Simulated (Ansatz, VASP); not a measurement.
# WS2: VASP beside Ansatz

Contents of INCAR:

```
SYSTEM = WS2
ALGO     = Normal         ! electronic algorithm
EDIFF    = 1E-6           ! SCF threshold, eV
ENCUT    = 520            ! plane-wave cutoff, eV
ISIF     = 2              ! what is computed and relaxed
ISMEAR   = 0              ! smearing method
LASPH    = .TRUE.         ! aspherical terms in the spheres
LCHARG   = .TRUE.         ! write CHGCAR
LELF     = .TRUE.         ! ELF
LREAL    = .FALSE.        ! projectors in reciprocal space
LVHAR    = .TRUE.       
LWAVE    = .FALSE.        ! write WAVECAR
NBANDS   = 20             ! bands
NELM     = 100            ! most SCF steps
PREC     = Accurate       ! precision mode
SIGMA    = 0.05           ! smearing width, eV
```

File KPOINTS:

```
k-points
0
G
  12 12 2
  0 0 0
```

Contents of POSCAR:

```
WS2
1.0
    3.1835163552      0.0000000000      0.0000000000
   -1.5917581776      2.7570060369      0.1550815896
    0.0000000000      0.9534700063     16.9505778900
W S
1 2
Direct
    0.3333333333      0.6666666667      0.0000000000
    0.6666666667      0.3333333333      0.9079994900
    0.6666666667      0.3333333333      0.0920005100
```

Input for Ansatz:

```yaml
crystal:
  lattice:
    - [3.1835163552, 0.0, 0.0]
    - [-1.5917581776, 2.7570060369, 0.1550815896]
    - [0.0, 0.9534700063, 16.95057789]
  atoms:
    - { symbol: W, position: [0.3333333333, 0.6666666667, 0.0] }
    - { symbol: S, position: [0.6666666667, 0.3333333333, 0.90799949] }
    - { symbol: S, position: [0.6666666667, 0.3333333333, 0.09200051] }
basis:
  ecutwfc: 420
kpoints:
  mp_grid: { grid: [12, 12, 2] }
hamiltonian:
  xc: lda
scf:
  occupations: { method: gaussian, width: 0.05 }
output:
  forces: true
  stress: true
  eigenvalues: true
  write_density: true
  write_potential: true
  elf: true
  volumetric_format: npy
```

Change from the starting cell: strain +0.1125 x Voigt [0, 0, 0, 1, 0, 0], atoms carried along.

Alike in both runs: task single point; functional LDA; k mesh 12 × 12 × 2; occupations gaussian, width 0.05 eV; no spin polarisation.

```csv
,VASP,Ansatz
version,VASP 6.6.1,Ansatz 0.2.0
potentials or method,"VASP PAW LDA potentials, release 64 (W_sv, S), cutoff 520 eV","scalar-relativistic, plane waves, PAW"
valence electrons in the cell,26,26
```

Ansatz gave:

- gap on the k mesh at the Fermi level (eV): 1.62
- least direct gap on the mesh (eV): 1.68
- rms of the force components (eV/Å): 0.836

Problem. What did VASP give for the same quantities?

Solution. gap on the k mesh at the Fermi level (eV): 1.64; least direct gap on the mesh (eV): 1.69; rms of the force components (eV/Å): 0.840.

LDA's correlation is that of Perdew and Zunger in VASP and of Perdew and Wang (1992) in Ansatz. Atom by atom the forces differ by 0.022 eV/Å (rms over components). Ansatz's warnings: xc potential rough in thin density.

Spin-orbit coupling is off throughout.
